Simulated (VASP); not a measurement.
Write the native input for VASP 6.6.1 that does the following.

```
Task                   : single point
Functional             : LDA
Potentials or basis    : VASP PAW LDA potentials, release 64 (Cd, Te)
Cutoff                 : 520 eV
k mesh                 : 6 × 6 × 6
Occupations            : gaussian, width 0.01 eV
Spin                   : no spin polarisation
Dipole correction      : no
Further INCAR settings : ALGO = Normal; EDIFF = 1e-06; NBANDS = 16
```

The structure of CdTe lies in POSCAR:

```
CdTe
1.0
    3.0847141062      3.0847141062      0.0000000000
   -3.0847141062      3.0847141062      0.0000000000
    0.0000000000      3.0847141062      3.0847141062
Cd Te
1 1
Direct
    0.0000000000      0.0000000000      0.0000000000
    0.7500000000      0.2500000000      0.5000000000
```

These files were run (other wordings do the same):

INCAR

```
PREC = Accurate
ENCUT = 520
EDIFF = 1E-6
ISMEAR = 0
SIGMA = 0.01
LREAL = False
LASPH = True
NELM = 80
ALGO = Normal
ISIF = 2
LWAVE = False
LCHARG = True
LELF = True
LVHAR = True
NBANDS = 16
```

KPOINTS

```
Automatic mesh
0
Gamma
  6 6 6
```

Potentials or basis: VASP PAW LDA potentials, release 64 (Cd, Te).

Command:

```sh
$ cat potpaw_LDA.64/Cd/POTCAR potpaw_LDA.64/Te/POTCAR > POTCAR
$ mpirun -np 1 vasp_std > vasp.out
```

Results of the run:

| Item | Value |
| --- | --- |
| Pressure | 7.4 GPa |
| Band gap on the k mesh | 1.01 eV, direct |

Caveat: spin-orbit coupling is left out, which moves the levels of the heavy elements.

Wall time 26 s on 1 thread of AMD EPYC 7R13, on a shared host, peak memory 0.13 GiB.
